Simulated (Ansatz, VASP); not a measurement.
**Mg in VASP and in Ansatz**

```
Mg
1.0
     0.00000    2.24608    2.24608
     2.24608    0.00000    2.24608
     2.24608    2.24608    0.00000
Mg
1
Direct
  0.00000 0.00000 0.00000
```

Alike in both runs: functional PBEsol; k mesh 22 × 22 × 22; occupations gaussian, width 0.1 eV; no spin polarisation.

Ansatz relaxed the structure, and its values are those at the end. VASP's run is a single point on that final structure, the one shown.

|  | VASP | Ansatz |
| --- | --- | --- |
| version | VASP 6.6.1 | Ansatz 0.2.0 |
| potentials or method | VASP PAW PBE potentials, release 64 (Mg), cutoff 520 eV | scalar-relativistic, plane waves, PAW |
| valence electrons in the cell | 2 | 10 |

|  | VASP | Ansatz | Ansatz less VASP |
| --- | --- | --- | --- |
| gap on the k mesh at the Fermi level (eV) | none | none | - |
| pressure (GPa) | 0.0 | 0.0 | +0.05 |

VASP's potentials were made for PBE, not for PBEsol. A gap of «none» marks a metal or a gap that the smearing closes. VASP's potentials hold 2 valence electrons a cell and Ansatz's 10, so a difference there can come from the potentials and not from the codes.
